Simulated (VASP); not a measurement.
**C: single point with PBEsol+D3(BJ)**

Crystal: C.

```
CELL_PARAMETERS angstrom
1.22913 0.70964 3.28357
-1.22913 0.70964 3.28357
0.00000 -1.41928 3.28357
ATOMIC_POSITIONS crystal
C 0.16955 0.16955 0.14137
C 0.83045 0.83045 0.85863
```

This cell differs from its parent crystal: atoms displaced along a vibrational mode.

- Program: VASP 6.6.1
- Task: single point
- Functional: PBEsol
- Dispersion: D3(BJ)
- Potentials or basis: VASP PAW PBE potentials, release 64 (C)
- Cutoff: 520 eV
- k mesh: 15 × 15 × 15
- Occupations: gaussian, width 0.05 eV
- Spin: no spin polarisation
- Dipole correction: no
- Further INCAR settings: ALGO = Normal; EDIFF = 1e-06; NBANDS = 11

```yaml
Pressure: 2.2 GPa
Largest_force: 4.343 eV/Å
Dispersion_energy_per_atom: -0.113 eV
```

Forces on the atoms (eV/Å):
```
C    0.000 -3.855  2.000
C    0.000  3.855 -2.000
```

Stress tensor (GPa, compression positive):
```
13.15  0.00  0.00
 0.00 -3.48  4.55
 0.00  4.55 -3.05
```

Wall time 3.5 min on 1 thread of Intel(R) Xeon(R) Platinum 8259CL CPU @ 2.50GHz (Skylake/Cascade Lake) (shared host), peak memory 0.27 GiB.

Caveat: the cell differs from its parent crystal (atoms displaced along a vibrational mode); the PAW data sets were made with another functional, which shifts forces and pressure a little.
